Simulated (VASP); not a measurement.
## BN: single point with LDA

The system is BN.

```
B N
1.0
     2.48894    0.00000    0.00000
    -1.24447    2.15549    0.00000
     0.00000    0.00000    6.49432
B N
2 2
Direct
  0.33333 0.66667 0.25000
  0.66667 0.33333 0.75000
  0.33333 0.66667 0.75000
  0.66667 0.33333 0.25000
```

```
Program                : VASP 6.6.1
Task                   : single point
Functional             : LDA
Potentials or basis    : VASP PAW LDA potentials, release 64 (B, N)
Cutoff                 : 520 eV
k mesh                 : 10 × 10 × 4
Occupations            : gaussian, width 0.01 eV
Spin                   : no spin polarisation
Dipole correction      : no
Further INCAR settings : ALGO = Normal; EDIFF = 1e-06; NBANDS = 16
```

The pressure is 0.4 GPa and the band gap on the k mesh is 4.01 eV, indirect (least direct gap 4.47 eV).

Stress tensor (GPa, compression positive):
```
 0.77  0.00  0.00
 0.00  0.77  0.00
 0.00  0.00 -0.20
```

Levels at points of the mesh, in eV from the valence-band top:
| k point | band 4 | band 5 | band 6 | band 7 | band 8 | band 9 | band 10 | band 11 | band 12 | band 13 |
| --- | --- | --- | --- | --- | --- | --- | --- | --- | --- | --- |
| (0.00, 0.00, 0.00) | -4.14 | -1.38 | -1.38 | -1.33 | -1.33 | 5.03 | 10.32 | 11.51 | 11.51 | 11.66 |
| (0.50, 0.00, 0.00) | -8.92 | -4.25 | -4.17 | -1.63 | -0.46 | 4.01 | 5.60 | 9.60 | 10.06 | 12.40 |
| (0.00, 0.00, 0.50) | -5.51 | -1.36 | -1.36 | -1.36 | -1.36 | 7.60 | 7.60 | 11.58 | 11.58 | 11.58 |
| (0.50, 0.00, 0.50) | -8.97 | -4.21 | -4.21 | -1.02 | -1.02 | 4.53 | 4.53 | 10.05 | 10.05 | 13.36 |

Wall time 8.9 s on 1 thread of Intel(R) Xeon(R) 6975P-C (Granite Rapids), on a shared host, peak memory 0.13 GiB.

A k mesh can miss the band edges. As with any semilocal functional, this LDA gap is likely too small.
